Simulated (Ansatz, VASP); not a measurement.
# Two plane-wave programs on Ge8Mo3W

```
Ge Mo W
1.0
     4.71957    0.00000    0.00000
     0.00000    4.71957    0.00000
     0.00000    0.00000    8.29078
Ge Mo W
8 3 1
Direct
  0.00000 0.50000 0.33740
  0.00000 0.00000 0.83793
  0.50000 0.50000 0.83829
  0.50000 0.00000 0.33740
  0.00000 0.50000 0.66260
  0.00000 0.00000 0.16207
  0.50000 0.50000 0.16171
  0.50000 0.00000 0.66260
  0.00000 0.50000 0.00000
  0.00000 0.00000 0.50000
  0.50000 0.00000 0.00000
  0.50000 0.50000 0.50000
```

Alike in both runs: task single point; functional PBE; k mesh 4 × 4 × 2; occupations gaussian, width 0.1 eV; collinear spin.

|  | VASP | Ansatz |
| --- | --- | --- |
| version | VASP 6.6.1 | Ansatz 0.2.0 |
| potentials or method | VASP PAW PBE potentials, release 64 (Ge_d, Mo_sv, W_sv), cutoff 500 eV | scalar-relativistic, plane waves, PAW |
| valence electrons in the cell | 168 | 168 |

```csv
,VASP,Ansatz,Ansatz less VASP
gap on the k mesh at the Fermi level (eV),none,none,-
pressure (GPa),0.3,0.0,-0.28
"traceless stress, the component that is largest in VASP (GPa)",0.12,0.11,-0.010
rms of the force components (eV/Å),0.004,0.001,-0.0028
net moment per atom (μB),0.00,0.00,0.000
```

Atom by atom the forces differ by 0.003 eV/Å (rms over components). A gap of «none» marks a metal or a gap that the smearing closes. Ansatz's warnings: seeded moment not kept.

The k mesh is coarse, so the values compare programs but aren't converged. Spin-orbit coupling is off throughout.
